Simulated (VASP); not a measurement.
## S: single point with PBE

Crystal: S.

```
S
1.0
     1.37726   -0.79516    2.25151
     0.00000    1.59033    2.25151
    -1.37726   -0.79516    2.25151
S
2
Direct
  0.25000 0.25000 0.25000
  0.75000 0.75000 0.75000
```

```yaml
Program: VASP 6.6.1
Task: single point
Functional: PBE
Potentials_or_basis: VASP PAW PBE potentials, release 64 (S)
Cutoff: 520 eV
k_mesh: 13 × 13 × 13
Occupations: fermi-dirac, width 0.05 eV
Spin: no spin polarisation
```

- Pressure: 252.2 GPa
- Band gap on the k mesh: zero (band 6 reaches 24.13 eV, above the bottom of band 7 at 22.76 eV)

Stress tensor (GPa, compression positive):
```
252.09   0.00   0.00
  0.00 252.09   0.00
  0.00   0.00 252.41
```

Levels at points of the mesh, in eV from the Fermi level:
```
           k point  band 3  band 4  band 5  band 6  band 7  band 8  band 9  band 10
(0.00, 0.00, 0.00)   -7.25   -7.25    0.21    0.24    0.24    0.91    3.54     3.54
```

Run time: 30 s on 1 thread of Intel(R) Xeon(R) Platinum 8488C (Sapphire Rapids), on a shared host, peak memory 0.16 GiB.
